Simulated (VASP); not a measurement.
Here is a VASP 6.6.1 calculation.

INCAR

```
SYSTEM = TiNi
PREC = Accurate
ENCUT = 520
EDIFF = 1E-6
ISMEAR = 0
SIGMA = 0.15
LREAL = .False.
LASPH = .True.
NELM = 60
ALGO = Fast
ISIF = 2
LWAVE = .False.
LCHARG = .False.
GGA = PS
NBANDS = 18
```

File KPOINTS:

```
regular mesh
0
Gamma
  18 18 14
  0 0 0
```

Contents of POSCAR:

```
TiNi
1.0
    2.8725931500      0.0000000000      0.0000000000
    0.0000000000      2.8725931500      0.0000000000
    0.0000000000      0.0000000000      3.4023395000
Ti Ni
1 1
Direct
    0.5000000000      0.5000000000      0.5000000000
    0.0000000000      0.0000000000      0.0000000000
```

Potentials or basis: VASP PAW PBE potentials, release 64 (Ti_sv, Ni).

The run is started by

```sh
$ cat potpaw_PBE.64/Ti_sv/POTCAR potpaw_PBE.64/Ni/POTCAR > POTCAR
$ mpirun -np 1 vasp_std > vasp.out
```

**Question.** What does it give for the band gap on the k mesh?

**Answer.** Zero (band 11 reaches 10.14 eV, above the bottom of band 12 at 7.82 eV).

**Question.** Estimate the pressure.

**Answer.** -11.2 GPa.

Stress tensor (GPa, compression positive):
```
-10.29   0.00   0.00
  0.00 -10.29   0.00
  0.00   0.00 -12.98
```

Caveat: the cell differs from its parent crystal (strain +0.050 along x and y, -0.050 along z); the PAW data sets were made with another functional, which shifts forces and pressure a little. Spin polarisation is off, so any magnetic state and its effect on volume and gap are missing.
